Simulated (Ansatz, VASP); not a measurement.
Si in VASP and in Ansatz

File INCAR:

```
SYSTEM = Si
PREC = Accurate
ENCUT = 500
EDIFF = 1E-6
ISMEAR = 0
SIGMA = 0.1
LREAL = .False.
LASPH = .True.
NELM = 120
ALGO = Normal
ISIF = 2
LWAVE = .False.
LCHARG = .False.
GGA = PS
NBANDS = 11
GGA_COMPAT = .False.
```

File KPOINTS:

```
regular mesh
0
Gamma
  4 4 4
  0 0 0
```

File POSCAR:

```
Si
1.0
    0.0000000000      2.7218511865      2.7218511865
    2.7218511865      0.0000000000      2.7218511865
    2.7218511865      2.7218511865      0.0000000000
Si
2
Direct
    0.2500000000      0.2500000000      0.2500000000
    0.0000000000      0.0000000000      0.0000000000
```

Input for Ansatz:

```yaml
crystal:
  lattice:
    - [0.0, 2.7218511865, 2.7218511865]
    - [2.7218511865, 0.0, 2.7218511865]
    - [2.7218511865, 2.7218511865, 0.0]
  atoms:
    - { symbol: Si, position: [0.25, 0.25, 0.25] }
    - { symbol: Si, position: [0.0, 0.0, 0.0] }
basis:
  ecutwfc: 420
kpoints:
  mp_grid: { grid: [4, 4, 4] }
hamiltonian:
  xc: pbesol
scf:
  occupations: { method: gaussian, width: 0.1 }
  n_extra_bands: 30
  max_iter: 20
output:
  forces: true
  stress: true
  eigenvalues: true
```

Alike in both runs: task single point; functional PBEsol; k mesh 4 × 4 × 4; occupations gaussian, width 0.1 eV; no spin polarisation.

```csv
,VASP,Ansatz
version,VASP 6.6.1,Ansatz 0.2.0
potentials or method,"VASP PAW PBE potentials, release 64 (Si), cutoff 500 eV","scalar-relativistic, plane waves, PAW"
valence electrons in the cell,8,8
```

|  | VASP | Ansatz | Ansatz less VASP |
| --- | --- | --- | --- |
| gap on the k mesh at the Fermi level (eV) | 0.58 | 0.58 | +0.006 |
| least direct gap on the mesh (eV) | 2.49 | 2.50 | +0.003 |
| pressure (GPa) | 0.2 | 0.1 | -0.11 |

VASP's potentials were made for PBE, not for PBEsol. The functional is the same, so the differences come from potentials, cutoffs and numerics.

The k mesh is coarse, so the values compare programs but aren't converged.
